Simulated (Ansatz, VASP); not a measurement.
## Te2Mo: VASP beside Ansatz

```
CELL_PARAMETERS angstrom
3.56450 0.00000 0.00000
-1.78225 3.08695 0.00000
0.00000 0.00000 14.15748
ATOMIC_POSITIONS crystal
Te 0.33333 0.66667 0.62100
Te 0.66667 0.33333 0.12100
Te 0.33333 0.66667 0.87900
Te 0.66667 0.33333 0.37900
Mo 0.33333 0.66667 0.25000
Mo 0.66667 0.33333 0.75000
```

Alike in both runs: task single point; functional PBE; k mesh 8 × 8 × 2; occupations fermi-dirac, width 0.05 eV; no spin polarisation.

|  | VASP | Ansatz |
| --- | --- | --- |
| version | VASP 6.6.1 | Ansatz 0.2.0 |
| potentials or method | VASP PAW PBE potentials, release 64 (Te, Mo_sv), cutoff 520 eV | plane waves, PAW |
| valence electrons in the cell | 52 | 92 |

```csv
,VASP,Ansatz,Ansatz less VASP
pressure (GPa),-0.9,-0.9,+0.01
"traceless stress, the component that is largest in VASP (GPa)",-0.13,-0.17,-0.048
```

The functional is the same, so the differences come from potentials, cutoffs and numerics. VASP's potentials hold 52 valence electrons a cell and Ansatz's 92, so a difference there can come from the potentials and not from the codes.

Spin-orbit coupling is off throughout.
